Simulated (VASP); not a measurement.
# HfO2 (Fm-3m) in VASP: a series of runs

Runs on HfO2. Level: PBE. Tasks: single point.

Everything below comes from runs of VASP 6.6.1. Logs are shortened: lines on timing, memory, paths and dates and some standing lists are left out, and cuts for length are marked.

## 1. The cell of the first run

The structure is cubic, space group Fm-3m (No. 225). The conventional cell has a = 5.077 Å, b = 5.077 Å, c = 5.077 Å, α = 90.00°, β = 90.00°, γ = 90.00°. Within 2.9 Å of Hf (site symmetry m-3m) lie 8 O at 2.20 Å. Within 2.9 Å of O (site symmetry -43m) lie 4 Hf at 2.20 Å and 6 O at 2.54 Å.

## 2. Single point, PBE (10.91 Å³/atom)

The input, INCAR:

```
SYSTEM = HfO2
  ALGO = Normal
  EDIFF = 1E-6
  ENCUT = 600
  GGA = PE
  GGA_COMPAT = .FALSE.
  ISIF = 2
  ISMEAR = 0
  LASPH = .TRUE.
  LCHARG = .FALSE.
  LREAL = .FALSE.
  LWAVE = .FALSE.
  NBANDS = 18
  NELM = 120
  PREC = Accurate
  SIGMA = 0.05
```

The input, KPOINTS:

```
k-points
0
G
  12 12 12
  0 0 0
```

The input, POSCAR:

```
HfO2
1.0
    0.0000000000      2.5386155416      2.5386155416
    2.5386155416      0.0000000000      2.5386155416
    2.5386155416      2.5386155416      0.0000000000
Hf O
1 2
Direct
    0.0000000000      0.0000000000      0.0000000000
    0.2500000000      0.2500000000      0.2500000000
    0.7500000000      0.7500000000      0.7500000000
```

Potentials or basis: VASP PAW PBE potentials, release 64 (Hf_pv, O).

Command:

```
> cat potpaw_PBE.64/Hf_pv/POTCAR potpaw_PBE.64/O/POTCAR > POTCAR
> mpirun -np 1 vasp_std > vasp.out
```

OUTCAR:

```text
SYSTEM = HfO2
   EDIFF = 1E-6
   ENCUT = 600
   GGA = PE
   ISIF = 2
   ISMEAR = 0
   LASPH = .TRUE.
   LREAL = .FALSE.
   NELM = 120
   PREC = Accurate

 ion  position               nearest neighbor table
   1  0.000  0.000  0.000-   3 2.20   2 2.20   3 2.20   2 2.20   3 2.20   3 2.20   2 2.20   2 2.20

   2  0.250  0.250  0.250-   1 2.20   1 2.20   1 2.20   1 2.20
   3  0.750  0.750  0.750-   1 2.20   1 2.20   1 2.20   1 2.20

  LATTYP: Found a face centered cubic cell.
 ALAT       =     5.0772310832

  Lattice vectors:

 A1 = (   0.0000000000,   2.5386155416,   2.5386155416)
 A2 = (   2.5386155416,   0.0000000000,   2.5386155416)
 A3 = (   2.5386155416,   2.5386155416,   0.0000000000)

Analysis of symmetry for initial positions (statically):
=====================================================================
 Subroutine PRICEL returns:
 Original cell was already a primitive cell.

 Routine SETGRP: Setting up the symmetry group for a
 face centered cubic supercell.

 Subroutine GETGRP returns: Found 48 space group operations
 (whereof 48 operations were pure point group operations)
 out of a pool of 48 trial point group operations.

The static configuration has the point symmetry O_h .

Analysis of symmetry for dynamics (positions and initial velocities):
=====================================================================
 Subroutine PRICEL returns:
 Original cell was already a primitive cell.

 Routine SETGRP: Setting up the symmetry group for a
 face centered cubic supercell.

 Subroutine GETGRP returns: Found 48 space group operations
 (whereof 48 operations were pure point group operations)
 out of a pool of 48 trial point group operations.

The dynamic configuration has the point symmetry O_h .

 Subroutine INISYM returns: Found 48 space group operations
 (whereof 48 operations are pure point group operations),
 and found     1 'primitive' translations

----------------------------------------------------------------------------------------

                                     Primitive cell

  volume of cell :      32.7206

  direct lattice vectors                    reciprocal lattice vectors
     0.000000000  2.538615542  2.538615542    -0.196957748  0.196957748  0.196957748
     2.538615542  0.000000000  2.538615542     0.196957748 -0.196957748  0.196957748
     2.538615542  2.538615542  0.000000000     0.196957748  0.196957748 -0.196957748

  length of vectors
     3.590144529  3.590144529  3.590144529     0.341140826  0.341140826  0.341140826

  position of ions in fractional coordinates (direct lattice)
     0.000000000  0.000000000  0.000000000
     0.250000000  0.250000000  0.250000000
     0.750000000  0.750000000  0.750000000

  ion indices of the primitive-cell ions
   primitive index   ion index
                 1           1
                 2           2
                 3           3

----------------------------------------------------------------------------------------

 KPOINTS: k-points

Automatic generation of k-mesh.
 Grid dimensions read from file:
 generate k-points for:   12   12   12

 Generating k-lattice:

  Cartesian coordinates                     Fractional coordinates (reciprocal lattice)
    -0.016413146  0.016413146  0.016413146     0.083333333  0.000000000  0.000000000
     0.016413146 -0.016413146  0.016413146     0.000000000  0.083333333  0.000000000
     0.016413146  0.016413146 -0.016413146     0.000000000  0.000000000  0.083333333

  Length of vectors
     0.028428402  0.028428402  0.028428402

  Shift w.r.t. Gamma in fractional coordinates (k-lattice)
     0.000000000  0.000000000  0.000000000

 Subroutine IBZKPT returns following result:
 ===========================================

 Found     72 irreducible k-points:

 Following reciprocal coordinates:
            Coordinates               Weight
  0.000000  0.000000  0.000000      1.000000
  0.083333  0.000000  0.000000      8.000000
  0.166667  0.000000  0.000000      8.000000
  0.250000  0.000000  0.000000      8.000000
  0.333333  0.000000  0.000000      8.000000
  0.416667  0.000000  0.000000      8.000000
[... 16 lines left out ...]
  0.500000  0.166667  0.000000     24.000000
 -0.416667  0.166667  0.000000     24.000000
 [... further k-points ...]
   k-points           NKPTS =     72   k-points in BZ     NKDIM =     72   number of bands    NBANDS=     18
   number of dos      NEDOS =    301   number of ions     NIONS =      3
   total plane-waves  NPLWV =  27000
   dimension x,y,z NGX =    30 NGY =   30 NGZ =   30
   dimension x,y,z NGXF=    60 NGYF=   60 NGZF=   60
   ions per type =               1   2
   NGX,Y,Z   is equivalent  to a cutoff of  13.89, 13.89, 13.89 a.u.
   NGXF,Y,Z  is equivalent  to a cutoff of  27.78, 27.78, 27.78 a.u.
 SYSTEM =  HfO2
   PREC   = accura    normal or accurate (medium, high low for compatibility)
   ISTART =      0    job   : 0-new  1-cont  2-samecut
   ICHARG =      2    charge: 1-file 2-atom 10-const
   ISPIN  =      1    spin polarized calculation?
   LNONCOLLINEAR =      F non collinear calculations
   LSORBIT =      F    spin-orbit coupling
   LASPH  =      T    aspherical Exc in radial PAW
   ENCUT  =  600.0 eV  44.10 Ry    6.64 a.u.   7.17  7.17  7.17*2*pi/ulx,y,z
   NELM   =    120;   NELMIN=  2; NELMDL= -5     # of ELM steps
   EDIFF  = 0.1E-05   stopping-criterion for ELM
   LREAL  =      F    real-space projection
   EDIFFG = 0.1E-04   stopping-criterion for IOM
   NSW    =      0    number of steps for IOM
   IBRION =     -1    ionic relax: 0-MD 1-quasi-New 2-CG
   NFREE  =      0    steps in history (QN), initial steepest desc. (CG)
   ISIF   =      2    stress and relaxation
   ISYM   =      2    0-nonsym 1-usesym 2-fastsym
   POTIM  = 0.5000    time-step for ionic-motion
   TEBEG  =    0.0;   TEEND  =   0.0 temperature during run
   PSTRESS=    0.0 pullay stress
   NELECT =      22.0000    total number of electrons
   NUPDOWN=      -1.0000    fix difference up-down
   EMIN   =  10.00;   EMAX   =-10.00  energy-range for DOS
   EFERMI =   0.00;   METHOD = LEGACY
   ISMEAR =     0;   SIGMA  =   0.05  broadening in eV -4-tet -1-fermi 0-gaus
   EFERMI_NEDOS =   21; number of points for ismear=-14 and -15
   IALGO  =     38    algorithm
   IMIX   =      4    mixing-type and parameters
     AMIX     =   0.40;   BMIX     =  1.00
     AMIX_MAG =   1.60;   BMIX_MAG =  1.00
  volume/ion in A,a.u.               =      10.91        73.60
  Fermi-wavevector in a.u.,A,eV,Ry     =   1.434197  2.710239 27.986107  2.056921
  Thomas-Fermi vector in A             =   2.553632
   LORBIT       =      0    0 simple, 1 ext, 2 COOP (PROOUT), +10 PAW based schemes
   GGA     = PE    functional components
   LHFCALC =     F    Hartree Fock is set to
   AEXX    =    0.0000 exact exchange contribution
   IVDW    =     0    specifies the selected vdW correction
   LEPSILON=     F    determine dielectric tensor
   LRPA    =     F    only Hartree local field effects (RPA)
 non-spin polarized calculation
 Gauss-broadening in eV      SIGMA  =   0.05
  energy-cutoff  :      600.00
  volume of cell :       32.72
 maximum number of plane-waves:      1113
 NGX is ok and might be reduce to    30
   NGX = 15   NGY = 15   NGZ = 15

 number of electron      21.9999996 magnetization

 Free energy of the ion-electron system (eV)
  ---------------------------------------------------
  ext. energy  EPLUGINS =         0.00000000
  ---------------------------------------------------
  free energy    TOTEN  =       -30.25355652 eV

  energy without entropy =      -30.25355652  energy(sigma->0) =      -30.25355652

 E-fermi :   4.5150     XC(G=0): -11.8155

 val. band max:        4.2403200135   @ k =   0.5000   0.5000   0.0000
 cond. band min:       8.0318505477   @ k =   0.5000   0.5000   0.0000
 fundamental gap:      3.7915305342
 Fermi energy:         4.5150012084

 k-point     1 :       0.0000    0.0000    0.0000
  band No.  band energies     occupation
      1     -25.4654      2.00000
      2     -25.4654      2.00000
      3     -25.4654      2.00000
      4     -14.4641      2.00000
      5     -11.4536      2.00000
      6      -1.0754      2.00000
[... 10 lines left out ...]
     17      14.6087      0.00000
     18      17.7681      0.00000

 k-point     2 :       0.0833    0.0000    0.0000
  band No.  band energies     occupation
      1     -25.4957      2.00000
      2     -25.4686      2.00000
      3     -25.4686      2.00000
      4     -14.3699      2.00000
      5     -11.5321      2.00000
      6      -1.0073      2.00000
[... 10 lines left out ...]
     17      14.4832      0.00000
     18      17.6995      0.00000

 k-point     3 :       0.1667    0.0000    0.0000
  band No.  band energies     occupation
      1     -25.5771      2.00000
      2     -25.4776      2.00000
      3     -25.4776      2.00000
      4     -14.1134      2.00000
      5     -11.7306      2.00000
      6      -0.8184      2.00000
[... 10 lines left out ...]
     17      14.1862      0.00000
     18      17.5279      0.00000

 k-point     4 :       0.2500    0.0000    0.0000
  band No.  band energies     occupation
      1     -25.6847      2.00000
      2     -25.4898      2.00000
      3     -25.4898      2.00000
      4     -13.7703      2.00000
      5     -11.9607      2.00000
      6      -0.5555      2.00000
[... 375 lines left out ...]
      4     -13.1256      2.00000
      5     -12.2962      2.00000
      6      -0.3893      2.00000
[... 10 lines left out ...]
     17      14.5255      0.00000
     18      17.0018      0.00000

 k-point    23 :       0.5000    0.1667    0.0000
  band No.  band energies     occupation
      1     -25.8477      2.00000
      2     -25.5836      2.00000
      3     -25.5322      2.00000
      4     -13.0222      2.00000
      5     -12.2885      2.00000
      6      -0.4784      2.00000
[... 10 lines left out ...]
     17      14.6648      0.00000
     18      17.0141      0.00000

 k-point    24 :      -0.4167    0.1667    0.0000
  band No.  band energies     occupation
      1     -25.8486      2.00000
      2     -25.5973      2.00000
      3     -25.5261      2.00000
      4     -13.0167      2.00000
      5     -12.2785      2.00000
      6      -0.5207      2.00000
[... 10 lines left out ...]
     17      14.6804      0.00000
     18      17.0173      0.00000

 [... further k-points ...]

------------------------ aborting loop because EDIFF is reached ----------------------------------------

  FORCE on cell =-STRESS in cart. coord.  units (eV):
  Direction    XX          YY          ZZ          XY          YZ          ZX
  --------------------------------------------------------------------------------------
  -------------------------------------------------------------------------------------
  Total       -0.1943673     -0.1943673     -0.1943673      0.0000000      0.0000000      0.0000000
  in kB       -9.5172830     -9.5172830     -9.5172830      0.0000000      0.0000000      0.0000000
  external PRESSURE =      -9.5172830 kB  Pullay stress =       0.0000000 kB

 VOLUME and BASIS-vectors are now :
 -----------------------------------------------------------------------------
  energy-cutoff  :      600.00
  volume of cell :       32.72
      direct lattice vectors                 reciprocal lattice vectors
     0.000000000  2.538615542  2.538615542    -0.196957748  0.196957748  0.196957748
     2.538615542  0.000000000  2.538615542     0.196957748 -0.196957748  0.196957748
     2.538615542  2.538615542  0.000000000     0.196957748  0.196957748 -0.196957748

 POSITION                                       TOTAL-FORCE (eV/Angst)
 -----------------------------------------------------------------------------------
      0.00000      0.00000      0.00000         0.000000      0.000000     -0.000000
      1.26931      1.26931      1.26931         0.000000      0.000000      0.000000
      3.80792      3.80792      3.80792        -0.000000     -0.000000     -0.000000
 -----------------------------------------------------------------------------------
    total drift:                                0.000000     -0.000000      0.000000

  FREE ENERGIE OF THE ION-ELECTRON SYSTEM (eV)
  ---------------------------------------------------
  free  energy   TOTEN  =       -30.2535565198 eV

  energy  without entropy=      -30.2535565198  energy(sigma->0) =      -30.25355652
```

Run time: 78 s. Hardware: 1 thread of Intel Xeon Platinum 8375C at 2.90GHz (Ice Lake), shared host; peak memory 0.2 GiB.

Results:

| Quantity | Value |
| --- | --- |
| Free energy | -30.2536 eV |
| Pressure | -1.0 GPa |
| Band gap on the k mesh | 3.79 eV |

Caveat: spin-orbit coupling is left out, which moves the levels of the heavy elements.

## 3. Single point, PBE (11.04 Å³/atom)

This run uses another cell than the first one, of 11.04 Å³/atom.

The input, INCAR:

```
SYSTEM = HfO2
ALGO     = Normal         ! electronic algorithm
EDIFF    = 1E-6           ! SCF threshold, eV
ENCUT    = 600            ! plane-wave cutoff, eV
GGA      = PE             ! functional
GGA_COMPAT= .False.      
ISIF     = 2              ! what is computed and relaxed
ISMEAR   = 0              ! smearing method
LASPH    = .True.         ! aspherical terms in the spheres
LCHARG   = .False.        ! write CHGCAR
LREAL    = .False.        ! projectors in reciprocal space
LWAVE    = .False.        ! write WAVECAR
NBANDS   = 18             ! bands
NELM     = 120            ! most SCF steps
PREC     = Accurate       ! precision mode
SIGMA    = 0.05           ! smearing width, eV
```

The input, KPOINTS:

```
k-points
0
Gamma
  12 12 12
  0 0 0
```

The input, POSCAR:

```
HfO2
1.0
    0.0000000000      2.5487741521      2.5487741521
    2.5487741521      0.0000000000      2.5487741521
    2.5487741521      2.5487741521      0.0000000000
Hf O
1 2
Direct
    0.0000000000      0.0000000000      0.0000000000
    0.2500000000      0.2500000000      0.2500000000
    0.7500000000      0.7500000000      0.7500000000
```

Potentials or basis: VASP PAW PBE potentials, release 64 (Hf_pv, O).

Command:

```
> cat potpaw_PBE.64/Hf_pv/POTCAR potpaw_PBE.64/O/POTCAR > POTCAR
> mpirun -np 1 vasp_std > vasp.out
```

OUTCAR:

```text
SYSTEM = HfO2
   EDIFF = 1E-6
   ENCUT = 600
   GGA = PE
   ISIF = 2
   ISMEAR = 0
   LASPH = .True.
   LREAL = .False.
   NELM = 120
   PREC = Accurate

 ion  position               nearest neighbor table
   1  0.000  0.000  0.000-   3 2.21   3 2.21   3 2.21   2 2.21   3 2.21   2 2.21   2 2.21   2 2.21

   2  0.250  0.250  0.250-   1 2.21   1 2.21   1 2.21   1 2.21
   3  0.750  0.750  0.750-   1 2.21   1 2.21   1 2.21   1 2.21

  LATTYP: Found a face centered cubic cell.
 ALAT       =     5.0975483042
[... 698 lines left out ...]

  FORCE on cell =-STRESS in cart. coord.  units (eV):
  Direction    XX          YY          ZZ          XY          YZ          ZX
  --------------------------------------------------------------------------------------
  -------------------------------------------------------------------------------------
  Total       -0.7973460     -0.7973460     -0.7973460      0.0000000      0.0000000      0.0000000
  in kB      -38.5774340    -38.5774340    -38.5774340      0.0000000      0.0000000      0.0000000
  external PRESSURE =     -38.5774340 kB  Pullay stress =       0.0000000 kB

 VOLUME and BASIS-vectors are now :
 -----------------------------------------------------------------------------
  energy-cutoff  :      600.00
  volume of cell :       33.11
      direct lattice vectors                 reciprocal lattice vectors
     0.000000000  2.548774152  2.548774152    -0.196172736  0.196172736  0.196172736
     2.548774152  0.000000000  2.548774152     0.196172736 -0.196172736  0.196172736
     2.548774152  2.548774152  0.000000000     0.196172736  0.196172736 -0.196172736

 POSITION                                       TOTAL-FORCE (eV/Angst)
 -----------------------------------------------------------------------------------
      0.00000      0.00000      0.00000         0.000000     -0.000000      0.000000
      1.27439      1.27439      1.27439        -0.000000      0.000000     -0.000000
      3.82316      3.82316      3.82316         0.000000      0.000000      0.000000
 -----------------------------------------------------------------------------------
    total drift:                                0.000000     -0.000000      0.000000

  FREE ENERGIE OF THE ION-ELECTRON SYSTEM (eV)
  ---------------------------------------------------
  free  energy   TOTEN  =       -30.2487370561 eV

  energy  without entropy=      -30.2487370561  energy(sigma->0) =      -30.24873706
```

stdout:

```text
POSCAR found type information on POSCAR HfO
 POSCAR found :  2 types and       3 ions
 scaLAPACK will be used
 LDA part: xc-table for (Slater+PW92), standard interpolation
 POSCAR, INCAR and KPOINTS ok, starting setup
 FFT: planning ... GRIDC
 FFT: planning ... GRID_SOFT
 FFT: planning ... GRID
 WAVECAR not read
 entering main loop
```

Wall time 81 s (1 thread of Intel Xeon Platinum 8375C at 2.90GHz (Ice Lake), shared host); peak memory 0.2 GiB.

What came out:

| Quantity | Value |
| --- | --- |
| Free energy | -30.2487 eV |
| Pressure | -3.9 GPa |
| Band gap on the k mesh | 3.76 eV |

Caveat: the cell stands under tension; spin-orbit coupling is left out, which moves the levels of the heavy elements. A k mesh can miss the band edges.

(Part 1 of 2 ends here.)
